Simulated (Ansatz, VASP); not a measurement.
**Cu in VASP and in Ansatz**

```
Cu
1.0
     0.00000    2.80617    2.80617
     2.80617    0.00000    2.80617
     2.80617    2.80617    0.00000
Cu
2
Direct
  0.12500 0.12500 0.12500
  0.87500 0.87500 0.87500
```

Alike in both runs: task single point; functional BLYP; k mesh 11 × 11 × 11; occupations fermi-dirac, width 0.1 eV; no spin polarisation.

```csv
,VASP,Ansatz
version,VASP 6.6.1,Ansatz 0.2.0
potentials or method,"VASP PAW PBE potentials, release 64 (Cu), cutoff 520 eV","plane waves (420 eV) with PAW, scalar-relativistic"
valence electrons in the cell,22,38
```

|  | VASP | Ansatz | Ansatz less VASP |
| --- | --- | --- | --- |
| pressure (GPa) | -2.6 | -2.8 | -0.20 |

VASP's potentials were made for PBE, not for BLYP. VASP's potentials hold 22 valence electrons a cell and Ansatz's 38, so a difference there can come from the potentials and not from the codes.
